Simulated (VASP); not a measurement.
# Cu in VASP: further runs

Cu is run at these levels: LDA; tasks: single point.

Program: VASP 6.6.1. These are calculated values, not measurements. Logs are shortened: lines on timing, memory, paths and dates and some standing lists are left out, and cuts for length are marked.

## (1) The cell of the first run

The cell holds a slab with vacuum, 13 atoms: a = 4.975 Å, b = 4.975 Å, c = 18.918 Å, α = 90.00°, β = 90.00°, γ = 90.00°.

## (2) Single point, LDA

INCAR reads:

```
ALGO = Normal ; DIPOL = 0.5 0.5 0.317
EDIFF = 1E-7 ; ENCUT = 520
IDIPOL = 3 ; ISIF = 2
ISMEAR = 0 ; LASPH = True
LCHARG = True ; LDIPOL = True
LELF = True ; LREAL = False
LVACPOTAV = True ; LVHAR = True
LWAVE = False ; NBANDS = 84
NELM = 100 ; PREC = Accurate
SIGMA = 0.1
```

KPOINTS reads:

```
k-points
0
Gamma
  6 6 1
```

POSCAR reads:

```
Cu
1.0
    4.9751540563      0.0000000000      0.0000000000
    0.0000000000      4.9751540563      0.0000000000
    0.0000000000      0.0000000000     18.9178854445
Cu
13
Direct
    0.2500000000      0.2500000000      0.2114401217
    0.2500000000      0.7500000000      0.2114401217
    0.7500000000      0.2500000000      0.2114401217
    0.7500000000      0.7500000000      0.2114401217
    0.0000000000      0.0000000000      0.3017752139
    0.0000000000      0.5000000000      0.3017752139
    0.5000000000      0.0000000000      0.3017752139
    0.5000000000      0.5000000000      0.3017752139
    0.2500000000      0.2500000000      0.3921096502
    0.2500000000      0.7500000000      0.3921096502
    0.7500000000      0.2500000000      0.3921096502
    0.7500000000      0.7500000000      0.3921096502
    0.2500000000      0.3333333333      0.5036473572
```

Potentials or basis: VASP PAW LDA potentials, release 64 (Cu).

Command:

```
> cat potpaw_LDA.64/Cu/POTCAR > POTCAR
> mpirun -np 1 vasp_std > vasp.out
```

OUTCAR:

```text
EDIFF = 1E-7
   ENCUT = 520
   ISIF = 2
   ISMEAR = 0
   LASPH = True
   LREAL = False
   NELM = 100
   PREC = Accurate

 ion  position               nearest neighbor table
   1  0.250  0.250  0.211-   5 2.45   6 2.45   7 2.45   8 2.45   2 2.49   3 2.49   2 2.49   3 2.49

   2  0.250  0.750  0.211-   5 2.45   6 2.45   7 2.45   8 2.45   1 2.49   4 2.49   1 2.49   4 2.49

   3  0.750  0.250  0.211-   5 2.45   6 2.45   7 2.45   8 2.45   1 2.49   4 2.49   4 2.49   1 2.49
[... 15 lines left out ...]
  11  0.750  0.250  0.392-   5 2.45   6 2.45   7 2.45   8 2.45   9 2.49  12 2.49  12 2.49   9 2.49

  12  0.750  0.750  0.392-   5 2.45   6 2.45   7 2.45   8 2.45  10 2.49  11 2.49  11 2.49  10 2.49

  13  0.250  0.333  0.504-   9 2.15

  LATTYP: Found a simple tetragonal cell.
 ALAT       =     4.9751540563
 C/A-ratio  =     3.8024722914

  Lattice vectors:

 A1 = (   4.9751540563,   0.0000000000,   0.0000000000)
 A2 = (   0.0000000000,   4.9751540563,   0.0000000000)
 A3 = (   0.0000000000,   0.0000000000,  18.9178854445)

Analysis of symmetry for initial positions (statically):
=====================================================================
 Subroutine PRICEL returns:
 Original cell was already a primitive cell.

 Routine SETGRP: Setting up the symmetry group for a
 simple tetragonal supercell.

 Subroutine GETGRP returns: Found  2 space group operations
 (whereof  1 operations were pure point group operations)
 out of a pool of 16 trial point group operations.

The static configuration has the point symmetry C_1 .
 The point group associated with its full space group is C_1h.

Analysis of symmetry for dynamics (positions and initial velocities):
=====================================================================
 Subroutine PRICEL returns:
 Original cell was already a primitive cell.

 Routine SETGRP: Setting up the symmetry group for a
 simple tetragonal supercell.

 Subroutine GETGRP returns: Found  2 space group operations
 (whereof  1 operations were pure point group operations)
 out of a pool of 16 trial point group operations.

The dynamic configuration has the point symmetry C_1 .
 The point group associated with its full space group is C_1h.

 Subroutine INISYM returns: Found  2 space group operations
 (whereof  1 operations are pure point group operations),
 and found     1 'primitive' translations

----------------------------------------------------------------------------------------

                                     Primitive cell

  volume of cell :     468.2585

  direct lattice vectors                    reciprocal lattice vectors
     4.975154056  0.000000000  0.000000000     0.200998801  0.000000000  0.000000000
     0.000000000  4.975154056  0.000000000     0.000000000  0.200998801  0.000000000
     0.000000000  0.000000000 18.917885445     0.000000000  0.000000000  0.052860030

  length of vectors
     4.975154056  4.975154056 18.917885445     0.200998801  0.200998801  0.052860030

  position of ions in fractional coordinates (direct lattice)
     0.250000000  0.250000000  0.211440122
     0.250000000  0.750000000  0.211440122
     0.750000000  0.250000000  0.211440122
     0.750000000  0.750000000  0.211440122
     0.000000000  0.000000000  0.301775214
     0.000000000  0.500000000  0.301775214
     0.500000000  0.000000000  0.301775214
     0.500000000  0.500000000  0.301775214
     0.250000000  0.250000000  0.392109650
     0.250000000  0.750000000  0.392109650
     0.750000000  0.250000000  0.392109650
     0.750000000  0.750000000  0.392109650
     0.250000000  0.333333333  0.503647357

  ion indices of the primitive-cell ions
   primitive index   ion index
                 1           1
                 2           2
                 3           3
                 4           4
                 5           5
                 6           6
                 7           7
                 8           8
                 9           9
                10          10
                11          11
                12          12
                13          13

----------------------------------------------------------------------------------------

 KPOINTS: k-points

Automatic generation of k-mesh.
 Grid dimensions read from file:
 generate k-points for:    6    6    1

 Generating k-lattice:

  Cartesian coordinates                     Fractional coordinates (reciprocal lattice)
     0.033499800  0.000000000  0.000000000     0.166666667  0.000000000  0.000000000
     0.000000000  0.033499800  0.000000000     0.000000000  0.166666667  0.000000000
     0.000000000  0.000000000  0.052860030     0.000000000  0.000000000  1.000000000

  Length of vectors
     0.033499800  0.033499800  0.052860030

  Shift w.r.t. Gamma in fractional coordinates (k-lattice)
     0.000000000  0.000000000  0.000000000

 Subroutine IBZKPT returns following result:
 ===========================================

 Found     16 irreducible k-points:

 Following reciprocal coordinates:
            Coordinates               Weight
  0.000000  0.000000  0.000000      1.000000
  0.166667  0.000000  0.000000      2.000000
  0.000000  0.166667  0.000000      2.000000
  0.333333  0.000000  0.000000      2.000000
  0.000000  0.333333  0.000000      2.000000
  0.500000  0.000000  0.000000      1.000000
[... 8 lines left out ...]
 -0.333333  0.500000  0.000000      2.000000
  0.500000  0.500000  0.000000      1.000000
   k-points           NKPTS =     16   k-points in BZ     NKDIM =     16   number of bands    NBANDS=     84
   number of dos      NEDOS =    301   number of ions     NIONS =     13
   total plane-waves  NPLWV = 230400
   dimension x,y,z NGX =    40 NGY =   40 NGZ =  144
   dimension x,y,z NGXF=    80 NGYF=   80 NGZF=  288
   ions per type =              13
   NGX,Y,Z   is equivalent  to a cutoff of  13.37, 13.37, 12.65 a.u.
   NGXF,Y,Z  is equivalent  to a cutoff of  26.73, 26.73, 25.31 a.u.
 SYSTEM =  unknown system
   PREC   = accura    normal or accurate (medium, high low for compatibility)
   ISTART =      0    job   : 0-new  1-cont  2-samecut
   ICHARG =      2    charge: 1-file 2-atom 10-const
   ISPIN  =      1    spin polarized calculation?
   LNONCOLLINEAR =      F non collinear calculations
   LSORBIT =      F    spin-orbit coupling
   LASPH  =      T    aspherical Exc in radial PAW
   ENCUT  =  520.0 eV  38.22 Ry    6.18 a.u.   9.25  9.25 35.17*2*pi/ulx,y,z
   NELM   =    100;   NELMIN=  2; NELMDL= -5     # of ELM steps
   EDIFF  = 0.1E-06   stopping-criterion for ELM
   LREAL  =      F    real-space projection
   EDIFFG = 0.1E-05   stopping-criterion for IOM
   NSW    =      0    number of steps for IOM
   IBRION =     -1    ionic relax: 0-MD 1-quasi-New 2-CG
   NFREE  =      0    steps in history (QN), initial steepest desc. (CG)
   ISIF   =      2    stress and relaxation
   ISYM   =      2    0-nonsym 1-usesym 2-fastsym
   POTIM  = 0.5000    time-step for ionic-motion
   TEBEG  =    0.0;   TEEND  =   0.0 temperature during run
   PSTRESS=    0.0 pullay stress
   NELECT =     143.0000    total number of electrons
   NUPDOWN=      -1.0000    fix difference up-down
   EMIN   =  10.00;   EMAX   =-10.00  energy-range for DOS
   EFERMI =   0.00;   METHOD = LEGACY
   ISMEAR =     0;   SIGMA  =   0.10  broadening in eV -4-tet -1-fermi 0-gaus
   EFERMI_NEDOS =   21; number of points for ismear=-14 and -15
   IALGO  =     38    algorithm
   IMIX   =      4    mixing-type and parameters
     AMIX     =   0.40;   BMIX     =  1.00
     AMIX_MAG =   1.60;   BMIX_MAG =  1.00
  volume/ion in A,a.u.               =      36.02       243.07
  Fermi-wavevector in a.u.,A,eV,Ry     =   1.102448  2.083325 16.536420  1.215393
  Thomas-Fermi vector in A             =   2.238891
   LORBIT       =      0    0 simple, 1 ext, 2 COOP (PROOUT), +10 PAW based schemes
   GGA     = CA    functional components
   LHFCALC =     F    Hartree Fock is set to
   AEXX    =    0.0000 exact exchange contribution
   IVDW    =     0    specifies the selected vdW correction
   LEPSILON=     F    determine dielectric tensor
   LRPA    =     F    only Hartree local field effects (RPA)
 non-spin polarized calculation
 Gauss-broadening in eV      SIGMA  =   0.10
  energy-cutoff  :      520.00
  volume of cell :      468.26
 maximum number of plane-waves:     12644
 NGX is ok and might be reduce to    40
   NGX = 19   NGY = 19   NGZ = 71

 number of electron     143.0000172 magnetization

 dipolmoment           0.000000      0.000000     -0.083044 electrons x Angstroem

 Free energy of the ion-electron system (eV)
  ---------------------------------------------------
  ext. energy  EPLUGINS =         0.00000000
  ---------------------------------------------------
  free energy    TOTEN  =       -53.18670946 eV

  energy without entropy =      -53.16377450  energy(sigma->0) =      -53.17524198

 E-fermi :  -0.6389     XC(G=0):  -5.3476

 val. band max:       -0.6680127121   @ k =   0.0000   0.1667   0.0000
 cond. band min:      -0.5749722227   @ k =   0.1667   0.0000   0.0000
 fundamental gap:      0.0930404894
 Fermi energy:        -0.6389347572

 k-point     1 :       0.0000    0.0000    0.0000
  band No.  band energies     occupation
      1      -9.7096      2.00000
      2      -7.0418      2.00000
      3      -6.0709      2.00000
      4      -6.0698      2.00000
      5      -5.8697      2.00000
      6      -5.8257      2.00000
[... 1365 lines left out ...]
     82       4.4284      0.00000
     83       5.5930      0.00000
 [bands above 83 left out]

------------------------ aborting loop because EDIFF is reached ----------------------------------------

  FORCE on cell =-STRESS in cart. coord.  units (eV):
  Direction    XX          YY          ZZ          XY          YZ          ZX
  --------------------------------------------------------------------------------------
  -------------------------------------------------------------------------------------
  Total       -6.3379470     -6.1834304      1.5536372      0.0000000      0.9704177      0.0000000
  in kB      -21.6857040    -21.1570153      5.3158724      0.0000000      3.3203481      0.0000000
  external PRESSURE =     -12.5089489 kB  Pullay stress =       0.0000000 kB

 VOLUME and BASIS-vectors are now :
 -----------------------------------------------------------------------------
  energy-cutoff  :      520.00
  volume of cell :      468.26
      direct lattice vectors                 reciprocal lattice vectors
     4.975154056  0.000000000  0.000000000     0.200998801  0.000000000  0.000000000
     0.000000000  4.975154056  0.000000000     0.000000000  0.200998801  0.000000000
     0.000000000  0.000000000 18.917885445     0.000000000  0.000000000  0.052860030

 POSITION                                       TOTAL-FORCE (eV/Angst)
 -----------------------------------------------------------------------------------
      1.24379      1.24379      4.00000         0.000000      0.025440     -0.030146
      1.24379      3.73137      4.00000         0.000000     -0.025245     -0.051258
      3.73137      1.24379      4.00000         0.000000      0.022612     -0.055031
      3.73137      3.73137      4.00000         0.000000     -0.022518     -0.087287
      0.00000      0.00000      5.70895         0.047240      0.011030     -0.071876
      0.00000      2.48758      5.70895        -0.015221     -0.014773     -0.151205
      2.48758      0.00000      5.70895        -0.047240      0.011030     -0.071876
      2.48758      2.48758      5.70895         0.015221     -0.014773     -0.151205
      1.24379      1.24379      7.41789         0.000000     -0.256662     -0.792716
      1.24379      3.73137      7.41789         0.000000     -0.204713      0.677774
      3.73137      1.24379      7.41789         0.000000      0.050686      0.576877
      3.73137      3.73137      7.41789         0.000000     -0.037117      0.155884
      1.24379      1.65838      9.52794         0.000000      0.455002      0.052066
 -----------------------------------------------------------------------------------
    total drift:                               -0.000000      0.000461     -0.003107

  FREE ENERGIE OF THE ION-ELECTRON SYSTEM (eV)
  ---------------------------------------------------
  free  energy   TOTEN  =       -53.1867094626 eV

  energy  without entropy=      -53.1637744964  energy(sigma->0) =      -53.17524198

 vacuum level on the upper side and lower side of the slab         3.598         4.206
```

Wall time 53 min (1 thread of Intel Xeon 8259CL, shared host); peak memory 0.62 GiB.

What came out:

* Free energy: -53.1867 eV
* Largest force: 0.833 eV/Å
* Band gap on the k mesh: zero (an odd number of electrons rules out a gap without spin polarisation)

Forces in eV/Å, atoms in the order of the input:
```
Cu   0.000  0.025 -0.030
Cu   0.000 -0.025 -0.051
Cu   0.000  0.023 -0.055
Cu   0.000 -0.023 -0.087
Cu   0.047  0.011 -0.072
Cu  -0.015 -0.015 -0.151
Cu  -0.047  0.011 -0.072
Cu   0.015 -0.015 -0.151
Cu   0.000 -0.257 -0.793
Cu   0.000 -0.205  0.678
Cu   0.000  0.051  0.577
Cu   0.000 -0.037  0.156
Cu   0.000  0.455  0.052
```

## (3) Single point, LDA

INCAR reads:

```
PREC = Accurate
ENCUT = 520
EDIFF = 1E-7
ISMEAR = 0
SIGMA = 0.1
LREAL = False
LASPH = True
NELM = 60
ALGO = Normal
ISIF = 2
LWAVE = False
LCHARG = False
LDIPOL = True
IDIPOL = 3
DIPOL = 0.5 0.5 0.317
NBANDS = 84
```

KPOINTS reads:

```
Automatic mesh
0
Gamma
  6 6 1
```

POSCAR: that of step 2 with these lines changed.

```diff
@@ -20,2 +20,2 @@
     0.7500000000      0.7500000000      0.3921096502
-    0.2500000000      0.3333333333      0.5036473572
+    0.2500000000      0.4166666667      0.4966766164
```

Potentials or basis: VASP PAW LDA potentials, release 64 (Cu).

Command:

```
> cat potpaw_LDA.64/Cu/POTCAR > POTCAR
> mpirun -np 1 vasp_std > vasp.out
```

Wall time 23 min (1 thread of Intel Xeon Platinum 8488C (Sapphire Rapids), shared host); peak memory 0.63 GiB.

Results (log left out):

- Free energy: -53.4491 eV
- Largest force: 0.999 eV/Å
- Band gap on the k mesh: zero (an odd number of electrons rules out a gap without spin polarisation)

Forces in eV/Å, atoms in the order of the input:
```
Cu   0.000  0.043 -0.032
Cu   0.000 -0.043 -0.046
Cu   0.000  0.038 -0.062
Cu   0.000 -0.038 -0.082
Cu   0.070  0.003 -0.055
Cu  -0.043 -0.008 -0.194
Cu  -0.070  0.003 -0.055
Cu   0.043 -0.008 -0.194
Cu   0.000 -0.552 -0.832
Cu   0.000 -0.241  0.723
Cu   0.000  0.091  0.500
Cu   0.000 -0.077  0.252
Cu   0.000  0.787  0.076
```

Levels at points of the mesh, in eV from the Fermi level:
```tsv
k point	band 69	band 70	band 71	band 72	band 73	band 74
(0.00, 0.00, 0.00)	-0.23	-0.22	-0.18	-0.17	-0.10	-0.08
(0.50, 0.00, 0.00)	-1.25	-0.46	0.39	0.98	1.00	1.05
(0.00, 0.50, 0.00)	-1.29	-0.40	0.38	0.99	1.00	1.03
(0.50, 0.50, 0.00)	-1.34	-1.00	-0.68	-0.60	-0.59	0.70
```

The gap in the log of VASP goes by the Fermi energy; the results here count the filled bands.